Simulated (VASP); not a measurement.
Here is a VASP 6.6.1 calculation.

File INCAR:

```
SYSTEM = Mg
PREC = Accurate
ENCUT = 520
EDIFF = 1E-6
ISMEAR = -1
SIGMA = 0.03
LREAL = .False.
LASPH = .True.
NELM = 60
ALGO = Normal
ISIF = 2
LWAVE = .False.
LCHARG = .False.
NBANDS = 7
```

The input KPOINTS:

```
Automatic mesh
0
Gamma
  16 16 16
  0 0 0
```

The input POSCAR:

```
Mg
1.0
    0.0000000000      2.1988317276      2.1988317276
    2.1988317276      0.0000000000      2.1988317276
    2.1988317276      2.1988317276      0.0000000000
Mg
1
Direct
    0.0000000000      0.0000000000      0.0000000000
```

Potentials or basis: VASP PAW LDA potentials, release 64 (Mg).

The run is started by

```sh
$ cat potpaw_LDA.64/Mg/POTCAR > POTCAR
$ mpirun -np 1 vasp_std > vasp.out
```

Problem. What does it give for the pressure?

Solution. 0.7 GPa.

Problem. What does it give for the band gap on the k mesh?

Solution. Zero (bands 1 and 2 overlap by 2.81 eV).
